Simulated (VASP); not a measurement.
Here is a VASP 6.6.1 calculation.

INCAR

```
PREC     = Accurate       # precision mode
ENCUT    = 520            # plane-wave cutoff, eV
EDIFF    = 1E-6           # SCF threshold, eV
ISMEAR   = 0              # smearing method
SIGMA    = 0.1            # smearing width, eV
LREAL    = F              # projectors in reciprocal space
LASPH    = T              # aspherical terms in the spheres
NELM     = 100            # most SCF steps
ALGO     = Normal         # electronic algorithm
ISIF     = 2              # what is computed and relaxed
LWAVE    = F              # write WAVECAR
LCHARG   = T              # write CHGCAR
GGA      = PE             # functional
LELF     = T              # ELF
LVHAR    = T            
NBANDS   = 17             # bands
```

Contents of KPOINTS:

```
Automatic mesh
0
Gamma
  6 6 6
```

The input POSCAR:

```
PbS
1.0
    2.1126617058      1.2197458045      3.4519162518
   -2.1126617058      1.2197458045      3.4519162518
    0.0000000000     -2.4394916091      3.4519162518
Pb S
1 1
Direct
    0.9805657800      0.9805657800      0.9805657800
    0.4750355500      0.4750355500      0.4750355500
```

Potentials or basis: VASP PAW PBE potentials, release 64 (Pb_d, S).

Launch:

```console
$ cat potpaw_PBE.64/Pb_d/POTCAR potpaw_PBE.64/S/POTCAR > POTCAR
$ mpirun -np 1 vasp_std > vasp.out
```

(1) Estimate the pressure.

(2) Estimate the band gap on the k mesh.

## Answers

(1) 0.8 GPa.

(2) 0.46 eV, direct.

Caveat: spin-orbit coupling is left out, which moves the levels of the heavy elements.
